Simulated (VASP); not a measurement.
Pt:

```
Pt
1.0
     2.77405    0.00000    0.00000
    -1.38702    2.40239    0.00000
     0.00000    0.00000    9.06004
Pt
4
Direct
  0.00000 0.00000 0.00000
  0.00000 0.00000 0.50000
  0.33333 0.66667 0.25000
  0.66667 0.33333 0.75000
```

```yaml
Program: VASP 6.6.1
Task: relaxation of cell and atoms
Functional: BLYP
Potentials_or_basis: VASP PAW PBE potentials, release 64 (Pt_sv_GW)
Cutoff: 500 eV
k_mesh: 13 × 13 × 4
Occupations: fermi-dirac, width 0.1 eV
Spin: no spin polarisation
```

At the start: pressure 24.6 GPa; volume 15.09 Å³/atom.

Q: Where does the relaxation end?

A: Over 10 steps the energy falls by 103.1 meV/atom and the volume is 16.56 Å³/atom (+9.7 %); space group P6_3/mmc (No. 194, to 0.05 Å).

The path:
| step | energy change (eV) | largest force (eV/Å) | pressure (GPa) | volume (Å³) |
| --- | --- | --- | --- | --- |
| 1 | 0.0000 | 0.0000 | 24.60 | 60.38 |
| 2 | 1.1859 | 0.0000 | -23.27 | 82.98 |
| 3 | -0.4025 | 0.0000 | -1.81 | 66.80 |
| 4 | -0.4056 | 0.0000 | -0.34 | 66.32 |
| 5 | -0.4057 | 0.0000 | 0.06 | 66.20 |
| 6 | -0.4097 | 0.0000 | 0.06 | 66.18 |
| 7 | -0.4122 | 0.0000 | 0.26 | 66.14 |
| 8 | -0.4122 | 0.0000 | 0.24 | 66.14 |
| 9 | -0.4120 | 0.0000 | -0.59 | 66.41 |
| 10 | -0.4123 | 0.0000 | 0.06 | 66.23 |

Final structure:
```xyz
4
Lattice="2.8353 0.0000 0.0000 -1.4177 2.4555 0.0000 0.0000 0.0000 9.5123" Properties=species:S:1:pos:R:3 pbc="T T T"
Pt    0.0000    0.0000    0.0000
Pt    0.0000    0.0000    4.7562
Pt    0.0000    1.6370    2.3781
Pt    1.4177    0.8185    7.1342
```

Caveat: the PAW data sets were made with another functional, which shifts forces and pressure a little.
